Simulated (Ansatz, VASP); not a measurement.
## BaTiO3 in VASP and in Ansatz

```
Ba Ti O
1.0
     2.84000    1.63967    2.33135
    -2.84000    1.63967    2.33135
     0.00000   -3.27935    2.33135
Ba Ti O
1 1 3
Direct
  0.99679 0.99679 0.99679
  0.48333 0.48333 0.48333
  0.50983 0.50983 0.01942
  0.01942 0.50983 0.50983
  0.50983 0.01942 0.50983
```

Alike in both runs: task single point; functional HSE06; k mesh 4 × 4 × 4; no spin polarisation.

|  | VASP | Ansatz |
| --- | --- | --- |
| version | VASP 6.6.1 | Ansatz 0.2.0 |
| potentials or method | VASP PAW PBE potentials, release 64 (Ba_sv, Ti_sv, O) | plane waves, PAW |
| plane-wave cutoff (eV) | 520 | 420 |
| occupations | gaussian, width 0.01 eV | fixed |
| valence electrons in the cell | 40 | 40 |

Ansatz gave:

| Property | Result |
| --- | --- |
| gap on the k mesh at the Fermi level (eV) | 3.96 |
| pressure (GPa) | -2.0 |
| traceless stress, the component that is largest in VASP (GPa) | 0.23 |
| rms of the force components (eV/Å) | 0.108 |

Q: Estimate VASP's values.

A: gap on the k mesh at the Fermi level (eV): 3.91; pressure (GPa): -0.4; traceless stress, the component that is largest in VASP (GPa): 0.19; rms of the force components (eV/Å): 0.085.

Atom by atom the forces differ by 0.027 eV/Å (rms over components). Ansatz's warnings: stress exchange threshold loose, stress scf threshold loose.

Spin-orbit coupling is off throughout.
